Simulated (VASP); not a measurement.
# MgS (P6_3mc) in VASP: further runs, part 2 of 2

VASP 6.6.1. The steps go on from the part before.

### Step 3. Relaxation of cell and atoms, PBEsol, target pressure 5 GPa, at which the enthalpy is minimised

Input file INCAR:

```
PREC = Accurate ; ENCUT = 600
EDIFF = 1E-6 ; ISMEAR = -1
SIGMA = 0.05 ; LREAL = F
LASPH = T ; NELM = 60
ALGO = Normal ; ISIF = 3
LWAVE = F ; LCHARG = F
GGA = PS ; IBRION = 2
NSW = 80 ; EDIFFG = -0.01
PSTRESS = 50.0
```

Input file KPOINTS:

```
Automatic mesh
0
Gamma
  8 8 4
```

Input file POSCAR:

```
MgS
1.0
    4.0346224068      0.0000000000      0.0000000000
   -2.0173112034      3.4940854990      0.0000000000
    0.0000000000      0.0000000000      6.4322941800
S Mg
2 2
Direct
    0.6666666667      0.3333333333      0.8792441500
    0.3333333333      0.6666666667      0.3792441500
    0.3333333333      0.6666666667      0.9957548500
    0.6666666667      0.3333333333      0.4957548500
```

Potentials or basis: VASP PAW PBE potentials, release 64 (S, Mg).

Launch:

```bash
$ cat potpaw_PBE.64/S/POTCAR potpaw_PBE.64/Mg/POTCAR > POTCAR
$ mpirun -np 1 vasp_std > vasp.out
```

OUTCAR:

```text
PREC = Accurate
   ENCUT = 600
   EDIFF = 1E-6
   ISMEAR = -1
   LREAL = F
   LASPH = T
   NELM = 60
   ISIF = 3
   GGA = PS
   IBRION = 2
   NSW = 80
   EDIFFG = -0.01
   PSTRESS = 50.0

 ion  position               nearest neighbor table
   1  0.667  0.333  0.879-   3 2.45   3 2.45   3 2.45   4 2.47
   2  0.333  0.667  0.379-   4 2.45   4 2.45   4 2.45   3 2.47
   3  0.333  0.667  0.996-   1 2.45   1 2.45   1 2.45   2 2.47
   4  0.667  0.333  0.496-   2 2.45   2 2.45   2 2.45   1 2.47

  LATTYP: Found a hexagonal cell.
 ALAT       =     4.0346224068
 C/A-ratio  =     1.5942741430

  Lattice vectors:

 A1 = (   4.0346224068,   0.0000000000,   0.0000000000)
 A2 = (  -2.0173112034,   3.4940854990,   0.0000000000)
 A3 = (   0.0000000000,   0.0000000000,   6.4322941800)

Analysis of symmetry for initial positions (statically):
[... 399 lines left out ...]
  band No.  band energies     occupation
      1     -10.0361      2.00000
      2      -9.1199      2.00000
      3      -1.8802      2.00000
      4       0.9861      2.00000
      5       0.9861      2.00000
      6       1.4779      2.00000
      7       1.4779      2.00000
      8       1.7448      2.00000
      9       5.3556      0.00000
     10       6.4111      0.00000
     11       9.1366      0.00000
     12       9.1366      0.00000
[... 331 lines left out ...]
 k-point    24 :       0.3750    0.0000    0.5000
  band No.  band energies     occupation
      1      -9.1714      2.00000
      2      -9.1714      2.00000
      3      -1.5148      2.00000
      4      -1.5148      2.00000
      5       0.7282      2.00000
      6       0.7282      2.00000
      7       0.7593      2.00000
      8       0.7593      2.00000
      9       6.4649      0.00000
     10       6.4649      0.00000
     11       8.2583      0.00000
     12       8.2583      0.00000

 [... further k-points ...]

------------------------ aborting loop because EDIFF is reached ----------------------------------------

  FORCE on cell =-STRESS in cart. coord.  units (eV):
  Direction    XX          YY          ZZ          XY          YZ          ZX
  --------------------------------------------------------------------------------------
  -------------------------------------------------------------------------------------
  Total        2.5997934      2.5997934      2.6042002      0.0000000      0.0000000      0.0000000
  in kB       49.8086988     49.8086988     49.8931283      0.0000000      0.0000000      0.0000000
  external PRESSURE =      -0.1631580 kB  Pullay stress =      50.0000000 kB
[... 23 lines left out ...]
  energy  without entropy=      -17.7791355770  energy(sigma->0) =      -17.77913558

  enthalpy is  TOTEN    =       -15.1693571400 eV   P V=        2.6097784371

 reached required accuracy - stopping structural energy minimisation
```

OSZICAR:

```text
N       E                     dE             d eps       ncg     rms          rms(c)
DAV:   1     0.696301528356E+02    0.69630E+02   -0.65255E+03   720   0.120E+03
DAV:   2    -0.125211679791E+02   -0.82151E+02   -0.75509E+02  1088   0.167E+02
DAV:   3    -0.187302765594E+02   -0.62091E+01   -0.61826E+01   940   0.531E+01
[... 121 lines left out ...]
       N       E                     dE             d eps       ncg     rms          rms(c)
DAV:   1    -0.177791859510E+02    0.17072E-02   -0.18683E-03   724   0.284E-01    0.414E-02
DAV:   2    -0.177791463196E+02    0.39631E-04   -0.75471E-05   876   0.626E-02    0.189E-02
DAV:   3    -0.177791355749E+02    0.10745E-04   -0.38476E-05   816   0.369E-02    0.133E-02
DAV:   4    -0.177791355770E+02   -0.21796E-08   -0.14263E-06   500   0.915E-03
  18 F= -.15169357E+02 E0= -.15169357E+02  d E =-.213686E-04
```

CONTCAR:

```text
MgS
   1.00000000000000
     3.9481533955265893    0.0000000000000000   -0.0000000000000000
    -1.9740766977632946    3.4192011386372867   -0.0000000000000000
     0.0000000000000000    0.0000000000000000    6.1947751763396237
  S               Mg
     2     2
Direct
     0.6666666667000030    0.3333333332999970    0.8809023445320885
     0.3333333332999970    0.6666666667000030    0.3809023445320885
     0.3333333332999970    0.6666666667000030    0.9940966554679069
     0.6666666667000030    0.3333333332999970    0.4940966554679069

  0.00000000E+00  0.00000000E+00  0.00000000E+00
  0.00000000E+00  0.00000000E+00  0.00000000E+00
  0.00000000E+00  0.00000000E+00  0.00000000E+00
  0.00000000E+00  0.00000000E+00  0.00000000E+00
```

Run time: 2.1 min. Hardware: 1 thread of Intel Xeon 6975P-C (Granite Rapids), shared host; peak memory 0.25 GiB.

What came out:

```yaml
Free_energy: -17.7791 eV
Relaxed_volume: 20.91 Å³/atom
Relaxed_cell: a = 3.948 Å, b = 3.948 Å, c = 6.195 Å, α = 90.00°, β = 90.00°, γ = 120.00°
Space_group_after_relaxing_to_0.1_Å: P6_3mc (No. 186)
Energy_change_on_relaxing_the_run_minimises_the_enthalpy: +23.4 meV/atom
Ionic_steps: 18
Pressure_after_relaxing: 5.0 GPa
Largest_force_after_relaxing: 0.005 eV/Å
Band_gap_on_the_k_mesh: 3.61 eV
```

Forces on the atoms (eV/Å):
```
S    0.000  0.000  0.005
S    0.000  0.000  0.005
Mg   0.000  0.000 -0.005
Mg   0.000  0.000 -0.005
```

The path:
```csv
step,energy change (eV),largest force (eV/Å),pressure (GPa),volume (Å³)
1,0.0000,0.0451,-0.36,90.68
2,0.1942,0.0268,7.61,81.09
3,0.0933,0.0016,5.02,83.66
4,0.0890,0.0005,4.90,83.80
5,0.0890,0.0215,4.89,83.79
6,0.0890,0.0305,4.89,83.79
7,0.0928,0.0253,5.00,83.67
8,0.0984,0.0180,5.17,83.49
9,0.0981,0.0120,5.16,83.49
10,0.0974,0.0054,5.13,83.51
11,0.0965,0.0386,5.06,83.54
12,0.0969,0.0211,5.10,83.52
13,0.0932,0.0066,4.98,83.63
14,0.0920,0.0015,4.93,83.67
15,0.0918,0.0011,4.94,83.68
16,0.0913,0.0012,4.91,83.69
17,0.0917,0.0001,4.93,83.68
18,0.0934,0.0054,4.98,83.63
```

Final structure:
```
S Mg
1.0
     3.94815    0.00000    0.00000
    -1.97408    3.41920    0.00000
     0.00000    0.00000    6.19478
S Mg
2 2
Direct
  0.66667 0.33333 0.88090
  0.33333 0.66667 0.38090
  0.33333 0.66667 0.99410
  0.66667 0.33333 0.49410
```

Levels at points of the mesh, in eV from the valence-band top:
```tsv
k point	band 5	band 6	band 7	band 8	band 9	band 10	band 11	band 12
(0.00, 0.00, 0.00)	-0.76	-0.27	-0.27	0.00	3.61	4.67	7.39	7.39
(0.50, 0.00, 0.00)	-2.17	-1.50	-1.12	-0.58	4.48	5.08	5.90	7.36
(0.00, 0.00, 0.50)	-0.52	-0.52	-0.52	-0.52	5.04	5.04	7.52	7.52
(0.50, 0.00, 0.50)	-1.09	-1.09	-0.92	-0.92	4.51	4.51	6.26	6.26
```

Caveat: the cell is relaxed towards a set pressure, so the run minimises the enthalpy, not the energy; the PAW data sets were made with another functional, which shifts forces and pressure a little.

### Step 4. Relaxation of cell and atoms, PBEsol, target pressure 10 GPa, at which the enthalpy is minimised

Input file INCAR:

```
ALGO     = Normal         # electronic algorithm
EDIFF    = 1E-6           # SCF threshold, eV
EDIFFG   = -0.01          # ionic threshold
ENCUT    = 600            # plane-wave cutoff, eV
GGA      = PS             # functional
IBRION   = 2              # ionic algorithm
ISIF     = 3              # what is computed and relaxed
ISMEAR   = -1             # smearing method
LASPH    = True           # aspherical terms in the spheres
LCHARG   = False          # write CHGCAR
LREAL    = False          # projectors in reciprocal space
LWAVE    = False          # write WAVECAR
NELM     = 80             # most SCF steps
NSW      = 80             # ionic steps
PREC     = Accurate       # precision mode
PSTRESS  = 100.0        
SIGMA    = 0.05           # smearing width, eV
```

Input file KPOINTS:

```
k-points
0
Gamma
  8 8 4
```

POSCAR is that of step 3.

Launch:

```bash
$ cat potpaw_PBE.64/S/POTCAR potpaw_PBE.64/Mg/POTCAR > POTCAR
$ mpirun -np 1 vasp_std > vasp.out
```

It took 6 min on 1 thread of Intel Xeon 6975P-C (Granite Rapids), shared host; peak memory 0.27 GiB.

The run converged. Its results:

| Quantity | Value |
| --- | --- |
| Free energy | -17.5897 eV |
| Relaxed volume | 18.49 Å³/atom |
| Relaxed cell | a = 4.120 Å, b = 4.120 Å, c = 5.033 Å, α = 90.00°, β = 90.00°, γ = 120.00° |
| Space group after relaxing (to 0.1 Å) | P6_3/mmc (No. 194) |
| Energy change on relaxing (the run minimises the enthalpy) | +70.7 meV/atom |
| Ionic steps | 37 |
| Pressure after relaxing | 10.0 GPa |
| Largest force after relaxing | 0.005 eV/Å |
| Band gap on the k mesh | 3.16 eV (least direct gap 3.17 eV) |

Forces on the atoms (eV/Å):
```
S    0.000  0.000 -0.005
S    0.000  0.000 -0.005
Mg   0.000  0.000  0.005
Mg   0.000  0.000  0.005
```

The path:
```tsv
step	energy change (eV)	largest force (eV/Å)	pressure (GPa)	volume (Å³)
1	0.0000	0.0451	-0.36	90.68
2	0.8665	0.0721	19.25	72.77
3	0.3047	0.0123	9.94	79.07
4	0.3186	0.0140	10.20	78.84
5	0.3014	0.0545	9.87	79.11
6	0.2990	0.0603	9.82	79.15
7	0.3003	0.0597	9.85	79.11
8	0.3045	0.0599	9.91	79.01
9	0.3141	0.0706	10.00	78.81
10	0.3356	0.1322	10.10	78.34
11	0.3725	0.3846	10.04	77.23
12	0.4299	0.9769	10.91	74.25
13	12.8768	21.3342	86.89	64.99
14	0.9261	2.4813	14.40	74.11
15	1.8298	1.4855	24.29	70.10
16	1.1028	2.9128	15.80	73.57
17	1.3007	2.8254	18.50	71.93
18	1.2556	2.8864	17.89	72.21
19	1.2188	2.8051	17.60	72.29
20	1.1136	2.5721	16.73	72.53
21	0.9254	2.1493	15.11	73.01
22	0.6271	1.4595	12.33	73.96
23	0.2662	0.5672	8.21	75.85
24	0.1743	0.3182	6.79	76.73
25	0.1398	0.2196	6.15	77.19
26	0.1592	0.2057	6.77	76.63
27	0.2325	0.1634	8.77	74.96
28	0.4530	0.0777	13.44	71.68
29	0.2966	0.1347	10.27	73.82
30	0.3007	0.1328	10.36	73.76
31	0.2975	0.1174	10.31	73.79
32	0.2886	0.0737	10.14	73.90
33	0.2742	0.0057	9.83	74.12
34	0.2783	0.0180	9.92	74.05
35	0.2802	0.0080	9.97	74.01
36	0.2844	0.0119	10.06	73.95
37	0.2828	0.0046	10.03	73.97
```

Final structure:
```
S Mg
1.0
     4.11965    0.00000    0.00000
    -2.05982    3.56772    0.00000
     0.00000    0.00000    5.03271
S Mg
2 2
Direct
  0.66667 0.33333 0.93762
  0.33333 0.66667 0.43762
  0.33333 0.66667 0.93738
  0.66667 0.33333 0.43738
```

Levels at points of the mesh, in eV from the valence-band top:
```
           k point  band 6  band 7  band 8  band 9  band 10  band 11
(0.00, 0.00, 0.00)   -1.04   -1.04    0.00    3.17     3.44     6.00
(0.50, 0.00, 0.00)   -2.83   -1.98   -0.88    3.16     5.79     5.92
(0.00, 0.00, 0.50)   -1.76   -1.76   -1.76    4.89     4.89     5.85
(0.50, 0.00, 0.50)   -2.24   -1.05   -1.05    4.46     4.46     6.67
```

Caveat: the cell is relaxed towards a set pressure, so the run minimises the enthalpy, not the energy; the volume moved by over 15 % at a fixed basis, so the end points are rough; the PAW data sets were made with another functional, which shifts forces and pressure a little.

### Step 5. Summary

| cell | gap on the mesh (eV) | pressure (GPa) | largest force (eV/Å) |
| --- | --- | --- | --- |
| relaxed | 3.31 | 0.0 | 0.01 |
| relaxed to 5 GPa | 3.61 | 5.0 | 0.01 |
| relaxed to 10 GPa | 3.16 | 10.0 | - |

Alike in all rows: task relaxation of cell and atoms; level PBEsol; potentials or basis VASP PAW PBE potentials, release 64 (S, Mg); no spin polarisation; k mesh 8 × 8 × 4; cutoff (eV) 600; smearing fermi-dirac 0.05 eV.

Caveats: the PAW data sets were made with another functional, which shifts forces and pressure a little; the cell is relaxed towards a set pressure, so the run minimises the enthalpy, not the energy (at least some runs); the volume moved by over 15 % at a fixed basis, so the end points are rough (at least some runs).

Absolute energies hang on the potentials; compare differences alone.
